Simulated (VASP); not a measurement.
Here is a VASP 6.6.1 calculation.

File INCAR:

```
PREC     = Accurate       # precision mode
ENCUT    = 520            # plane-wave cutoff, eV
EDIFF    = 1E-6           # SCF threshold, eV
ISMEAR   = -1             # smearing method
SIGMA    = 0.01           # smearing width, eV
LREAL    = False          # projectors in reciprocal space
LASPH    = True           # aspherical terms in the spheres
NELM     = 150            # most SCF steps
ALGO     = Normal         # electronic algorithm
ISIF     = 2              # what is computed and relaxed
LWAVE    = False          # write WAVECAR
LCHARG   = True           # write CHGCAR
LNONCOLLINEAR= True           # non-collinear magnetism
MAGMOM   = 0 0 0 0 0 0    # initial moments
LORBIT   = 11             # projections on sites
LSORBIT  = True           # spin-orbit coupling
GGA_COMPAT= False        
LORBMOM  = True         
GGA      = PS             # functional
LVHAR    = True         
NBANDS   = 30             # bands
```

File KPOINTS:

```
regular mesh
0
Gamma
  6 6 6
```

File POSCAR:

```
CdSe
1.0
    2.9804881253      2.9804881253      0.0000000000
   -2.9804881253      2.9804881253      0.0000000000
    0.0000000000      2.9804881253      3.1269522898
Cd Se
1 1
Direct
    0.0000000000      0.0000000000      0.0000000000
    0.7500000000      0.2500000000      0.5000000000
```

Potentials or basis: VASP PAW PBE potentials, release 64 (Cd, Se).

Launch:

```console
$ cat potpaw_PBE.64/Cd/POTCAR potpaw_PBE.64/Se/POTCAR > POTCAR
$ mpirun -np 1 vasp_ncl > vasp.out
```

Question: Predict the pressure.

Answer: 0.9 GPa.

Question: Predict the net moment.

Answer: 0.00 μB per cell.

Stress tensor (GPa, compression positive):
```
1.25 0.00 0.00
0.00 1.25 0.00
0.00 0.00 0.35
```

Caveat: the cell differs from its parent crystal (film at in-plane strain -0.02); the PAW data sets were made with another functional, which shifts forces and pressure a little.
